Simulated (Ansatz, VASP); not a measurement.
# Ge in VASP and in Ansatz

File POSCAR:

```
Ge
1.0
    0.0000000000      2.0983605250      2.0983605250
    2.0983605250      0.0000000000      2.0983605250
    2.0983605250      2.0983605250      0.0000000000
Ge
1
Direct
    0.0000000000      0.0000000000      0.0000000000
```

INCAR.step1

```
SYSTEM = Ge
ALGO     = Normal         ! electronic algorithm
EDIFF    = 1E-4           ! SCF threshold, eV
ENCUT    = 520            ! plane-wave cutoff, eV
GGA      = PE             ! functional
ISMEAR   = 0              ! smearing method
LASPH    = .TRUE.         ! aspherical terms in the spheres
LCHARG   = .FALSE.        ! write CHGCAR
LREAL    = .FALSE.        ! projectors in reciprocal space
LWAVE    = .TRUE.         ! write WAVECAR
NBANDS   = 13             ! bands
NELM     = 60             ! most SCF steps
PREC     = Accurate       ! precision mode
SIGMA    = 0.1            ! smearing width, eV
```

INCAR.step2

```
SYSTEM = Ge
ALGO     = Normal         ! electronic algorithm
EDIFF    = 1E-6           ! SCF threshold, eV
ENCUT    = 520            ! plane-wave cutoff, eV
ISIF     = 2              ! what is computed and relaxed
ISMEAR   = 0              ! smearing method
ISTART   = 1            
LASPH    = .TRUE.         ! aspherical terms in the spheres
LCHARG   = .TRUE.         ! write CHGCAR
LELF     = .TRUE.         ! ELF
LMIXTAU  = .TRUE.       
LREAL    = .FALSE.        ! projectors in reciprocal space
LVHAR    = .TRUE.       
LWAVE    = .FALSE.        ! write WAVECAR
METAGGA  = R2SCAN         ! meta-GGA
NBANDS   = 13             ! bands
NELM     = 60             ! most SCF steps
PREC     = Accurate       ! precision mode
SIGMA    = 0.1            ! smearing width, eV
```

Contents of KPOINTS:

```
k-points
0
G
  8 8 8
  0 0 0
```

Input for Ansatz:

```yaml
crystal:
  lattice:
    - [0.0, 2.098360525, 2.098360525]
    - [2.098360525, 0.0, 2.098360525]
    - [2.098360525, 2.098360525, 0.0]
  atoms:
    - { symbol: Ge, position: [0.0, 0.0, 0.0] }
basis:
  ecutwfc: 500
kpoints:
  mp_grid: { grid: [8, 8, 8] }
hamiltonian:
  xc: r2scan
scf:
  occupations: { method: gaussian, width: 0.1 }
output:
  forces: true
  stress: true
  eigenvalues: true
```

Alike in both runs: task single point; functional r2SCAN; k mesh 8 × 8 × 8; occupations gaussian, width 0.1 eV; no spin polarisation.

|  | VASP | Ansatz |
| --- | --- | --- |
| version | VASP 6.6.1 | Ansatz 0.2.0 |
| potentials or method | VASP PAW PBE potentials, release 64 (Ge_d), cutoff 520 eV | scalar-relativistic, plane waves, PAW |
| valence electrons in the cell | 14 | 14 |

VASP gave:

| Property | Result |
| --- | --- |
| gap on the k mesh at the Fermi level (eV) | none |
| pressure (GPa) | 2.2 |

Estimate Ansatz's values.

gap on the k mesh at the Fermi level (eV): none; pressure (GPa): 2.4.

VASP's potentials were made for PBE, not for r2SCAN. A gap of «none» marks a metal or a gap that the smearing closes.
